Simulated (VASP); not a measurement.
Runs of VASP 6.6.1 on HfSi3Br4. The structure is that of space group Pm-3m (No. 221), or close to it. The cells are those of the table. The cell was built from a structure type or drawn by symmetry, and may not be a known phase.

```csv
task,cell,k mesh,cutoff (eV),gap on the mesh (eV),pressure (GPa),relaxed volume (Å³/atom)
relaxation of cell and atoms,"relaxed from a = 5.813 Å, 8 atoms",8 × 8 × 8,600,-,0.0,(b)
single point,"a = 6.279 Å, 8 atoms",4 × 4 × 4,520,none,-5.0,-
single point,"a = 5.813 Å, 8 atoms",4 × 4 × 4,520,none,-0.4,-
relaxation of cell and atoms,"relaxed from a = 6.279 Å, 8 atoms",4 × 4 × 4,600,-,0.2,(a)
single point,"a = 5.825 Å, 8 atoms",8 × 8 × 8,520,none,-0.1,-
```

Alike in all rows: level PBE; potentials or basis VASP PAW PBE potentials, release 64 (Hf_pv, Si, Br); no spin polarisation; smearing gaussian 0.1 eV.

Task: Fill in the values left out.

Result: (a) 24.17; (b) 24.61.

Caveats: spin-orbit coupling is left out, which moves the levels of the heavy elements; the highest band is partly filled, so the run has too few bands (at least some runs); the cell stands under tension (at least some runs); the volume moved by over 15 % at a fixed basis, so the end points are rough (at least some runs).

A k mesh can miss the band edges, and the runs leave out spin-orbit coupling on Br, Hf.

A gap of «none» marks levels without a gap at the run's occupations.
